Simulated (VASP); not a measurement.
**GaN: single point with r2SCAN**

The system is GaN.

```
CELL_PARAMETERS angstrom
3.16191 0.00000 0.00000
-1.58096 2.73830 0.00000
0.00000 0.00000 5.14909
ATOMIC_POSITIONS crystal
Ga 0.33333 0.66667 0.99911
Ga 0.66667 0.33333 0.49911
N 0.33333 0.66667 0.37589
N 0.66667 0.33333 0.87589
```

* Program: VASP 6.6.1
* Task: single point
* Functional: r2SCAN
* Potentials or basis: VASP PAW PBE potentials, release 64 (Ga_d, N)
* Cutoff: 520 eV
* k mesh: 12 × 12 × 6
* Occupations: fermi-dirac, width 0.02 eV
* Spin: no spin polarisation

| Item | Value |
| --- | --- |
| Pressure | 5.3 GPa |
| Largest force | 0.009 eV/Å |
| Band gap on the k mesh | 2.48 eV |

Forces in eV/Å, atoms in the order of the input:
```
Ga   0.000  0.000  0.009
Ga   0.000  0.000  0.009
N    0.000  0.000 -0.009
N    0.000  0.000 -0.009
```

Stress tensor (GPa, compression positive):
```
5.35 0.00 0.00
0.00 5.35 0.00
0.00 0.00 5.14
```

Levels at points of the mesh, in eV from the valence-band top:
| k point | band 16 | band 17 | band 18 | band 19 | band 20 | band 21 |
| --- | --- | --- | --- | --- | --- | --- |
| (0.00, 0.00, 0.00) | -0.04 | 0.00 | 0.00 | 2.48 | 4.95 | 10.08 |
| (0.50, 0.00, 0.00) | -2.91 | -2.30 | -1.06 | 5.64 | 6.24 | 6.61 |
| (0.00, 0.00, 0.50) | -0.56 | -0.56 | -0.56 | 4.90 | 4.90 | 9.29 |
| (0.50, 0.00, 0.50) | -2.06 | -2.00 | -2.00 | 4.96 | 4.96 | 8.55 |

Run time: 4.3 min on 1 thread of Intel(R) Xeon(R) Platinum 8375C CPU @ 2.90GHz (Ice Lake), on a shared host, peak memory 0.21 GiB.

Caveat: the cell stands under pressure; the PAW data sets were made with another functional, which shifts forces and pressure a little. r2SCAN opens gaps a little over a GGA but as a rule still falls short of measured ones.
